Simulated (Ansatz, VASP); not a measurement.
**BaScC2 in VASP and in Ansatz**

Contents of INCAR:

```
PREC = Accurate
ENCUT = 520
EDIFF = 1E-7
ISMEAR = 0
SIGMA = 0.1
LREAL = False
LASPH = True
NELM = 150
ALGO = Normal
ISIF = 2
LWAVE = False
LCHARG = False
ISPIN = 2
MAGMOM = 0 0 0 0 1 1 1 1
LORBIT = 11
LMAXMIX = 4
GGA = PE
NBANDS = 43
```

KPOINTS

```
Automatic mesh
0
Gamma
  4 4 4
```

The input POSCAR:

```
BaScC2
1.0
    3.1124375880     -3.6127446045      0.0000000000
    3.1124375880      3.6127446045      0.0000000000
    0.0000000000      0.0000000000      6.9815952961
Ba Sc C
2 2 4
Direct
    0.5000000000      0.5000000000      0.0000000000
    0.5000000000      0.5000000000      0.5000000000
    0.0000000000      0.0000000000      0.0000000000
    0.0000000000      0.0000000000      0.5000000000
    0.0542855819      0.7220715616      0.2500000000
    0.9457144181      0.2779284384      0.7500000000
    0.2779284384      0.9457144181      0.2500000000
    0.7220715616      0.0542855819      0.7500000000
```

Input for Ansatz:

```yaml
crystal:
  lattice:
    - [3.112437588, -3.6127446045, 0.0]
    - [3.112437588, 3.6127446045, 0.0]
    - [0.0, 0.0, 6.9815952961]
  atoms:
    - { symbol: Ba, position: [0.5, 0.5, 0.0] }
    - { symbol: Ba, position: [0.5, 0.5, 0.5] }
    - { symbol: Sc, position: [0.0, 0.0, 0.0] }
    - { symbol: Sc, position: [0.0, 0.0, 0.5] }
    - { symbol: C, position: [0.0542855819, 0.7220715616, 0.25], spin: 1.0 }
    - { symbol: C, position: [0.9457144181, 0.2779284384, 0.75], spin: 1.0 }
    - { symbol: C, position: [0.2779284384, 0.9457144181, 0.25], spin: 1.0 }
    - { symbol: C, position: [0.7220715616, 0.0542855819, 0.75], spin: 1.0 }
basis:
  ecutwfc: 420
kpoints:
  mp_grid: { grid: [4, 4, 4] }
hamiltonian:
  xc: pbe
scf:
  occupations: { method: gaussian, width: 0.1 }
  lower_state_search: "off"
output:
  forces: true
  stress: true
  eigenvalues: true
  populations: true
magnetization:
  spin_polarized: true
```

Alike in both runs: task single point; functional PBE; k mesh 4 × 4 × 4; occupations gaussian, width 0.1 eV; collinear spin.

```csv
,VASP,Ansatz
version,VASP 6.6.1,Ansatz 0.2.0
potentials or method,"VASP PAW PBE potentials, release 64 (Ba_sv, Sc_sv, C), cutoff 520 eV","scalar-relativistic, plane waves, PAW"
valence electrons in the cell,58,58
```

|  | VASP | Ansatz | Ansatz less VASP |
| --- | --- | --- | --- |
| gap on the k mesh at the Fermi level (eV) | none | none | - |
| pressure (GPa) | 1.0 | 0.0 | -1.03 |
| traceless stress, the component that is largest in VASP (GPa) | -0.26 | -0.05 | +0.209 |
| rms of the force components (eV/Å) | 0.015 | 0.006 | -0.0082 |
| net moment per atom (μB) | 0.00 | 0.00 | 0.000 |

Atom by atom the forces differ by 0.008 eV/Å (rms over components). A gap of «none» marks a metal or a gap that the smearing closes. The functional is the same, so the differences come from potentials, cutoffs and numerics. Ansatz's warnings: seeded moment not kept.

Neither program's run includes spin-orbit coupling.
